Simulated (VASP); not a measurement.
Ge:

```
CELL_PARAMETERS angstrom
7.05796 0.00000 0.00000
0.00000 7.05796 0.00000
0.00000 0.00000 3.77400
ATOMIC_POSITIONS crystal
Ge 0.10322 0.32960 0.24165
Ge 0.89678 0.67040 0.74165
Ge 0.67040 0.10322 0.99165
Ge 0.32960 0.89678 0.49165
Ge 0.32960 0.10322 0.00835
Ge 0.67040 0.89678 0.50835
Ge 0.89678 0.32960 0.75835
Ge 0.10322 0.67040 0.25835
```

The cell was built from a structure type or drawn by symmetry, and may not be a known phase.

```yaml
Program: VASP 6.6.1
Task: relaxation of cell and atoms
Functional: PBE
Potentials_or_basis: VASP PAW PBE potentials, release 64 (Ge_d)
Cutoff: 600 eV
k_mesh: 4 × 4 × 4
Occupations: gaussian, width 0.1 eV
Spin: no spin polarisation
```

At the start: pressure 11.9 GPa; volume 23.50 Å³/atom.

Task: Where does the relaxation end?

Result: Over 7 steps the energy falls by 148.6 meV/atom and the volume is 27.84 Å³/atom (+18.5 %); space group P4_322 (No. 95, to 0.1 Å) before and after.

The path:
| step | energy change (eV) | largest force (eV/Å) | pressure (GPa) | volume (Å³) |
| --- | --- | --- | --- | --- |
| 1 | 0.0000 | 1.1929 | 11.91 | 188.00 |
| 2 | -0.8412 | 0.6670 | -3.30 | 239.59 |
| 3 | -1.1484 | 0.2865 | 0.36 | 218.57 |
| 4 | -1.1759 | 0.1736 | 0.09 | 220.86 |
| 5 | -1.1860 | 0.0989 | -0.10 | 222.78 |
| 6 | -1.1867 | 0.0891 | -0.14 | 223.42 |
| 7 | -1.1892 | 0.0223 | 0.06 | 222.75 |

Final structure:
```yaml
crystal:
  lattice:
    - [7.44043, 0.00000, 0.00000]
    - [0.00000, 7.44043, 0.00000]
    - [0.00000, 0.00000, 4.02371]
  atoms:
    - { symbol: Ge, position: [0.10631, 0.32980, 0.23911] }
    - { symbol: Ge, position: [0.89369, 0.67020, 0.73911] }
    - { symbol: Ge, position: [0.67020, 0.10631, 0.98911] }
    - { symbol: Ge, position: [0.32980, 0.89369, 0.48911] }
    - { symbol: Ge, position: [0.32980, 0.10631, 0.01089] }
    - { symbol: Ge, position: [0.67020, 0.89369, 0.51089] }
    - { symbol: Ge, position: [0.89369, 0.32980, 0.76089] }
    - { symbol: Ge, position: [0.10631, 0.67020, 0.26089] }
```

Caveat: the k points lie up to 0.39 Å⁻¹ apart in the final cell; the volume moved by over 15 % at a fixed basis, so the end points are rough.
